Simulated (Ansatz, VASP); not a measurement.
## CaS in VASP and in Ansatz

The input INCAR:

```
PREC = Accurate ; ENCUT = 500
EDIFF = 1E-6 ; ISMEAR = 0
SIGMA = 0.01 ; LREAL = F
LASPH = T ; NELM = 120
ALGO = Normal ; ISIF = 2
LWAVE = F ; LCHARG = T
GGA = RP ; LELF = T
LVHAR = T ; NBANDS = 15
GGA_COMPAT = F
```

Contents of KPOINTS:

```
regular mesh
0
Gamma
  5 5 5
```

Contents of POSCAR:

```
CaS
1.0
    0.0000000000      2.8987592541      2.8987592541
    2.8987592541      0.0000000000      2.8987592541
    2.8987592541      2.8987592541      0.0000000000
Ca S
1 1
Direct
    0.0000000000      0.0000000000      0.0000000000
    0.5000000000      0.5000000000      0.5000000000
```

Input for Ansatz:

```yaml
crystal:
  lattice:
    - [0.0, 2.898759254146361, 2.898759254146361]
    - [2.898759254146361, 0.0, 2.898759254146361]
    - [2.898759254146361, 2.898759254146361, 0.0]
  atoms:
    - { symbol: Ca, position: [0.0, 0.0, 0.0] }
    - { symbol: S, position: [0.5, 0.5, 0.5] }
basis:
  ecutwfc: 630.0
  ecutrho_ratio: 6
kpoints:
  mp_grid:
    grid: [5, 5, 5]
hamiltonian:
  xc: rpbe
scf:
  lower_state_search: light
  mixing:
    algorithm: broyden
    preconditioner: kerker
  occupations:
    method: fixed
output:
  stress: true
```

Alike in both runs: task single point; functional RPBE; k mesh 5 × 5 × 5; no spin polarisation.

|  | VASP | Ansatz |
| --- | --- | --- |
| version | VASP 6.6.1 | Ansatz 0.2.0 |
| potentials or method | VASP PAW PBE potentials, release 64 (Ca_sv, S), cutoff 500 eV | plane waves, PAW |
| occupations | gaussian, width 0.01 eV | fixed |
| valence electrons in the cell | 16 | 16 |

Ansatz gave:

| Quantity | Value |
| --- | --- |
| pressure (GPa) | -0.3 |

Q: What did VASP give for the same quantities?

A: Pressure (GPa): -0.2.

VASP's potentials were made for PBE, not for RPBE.
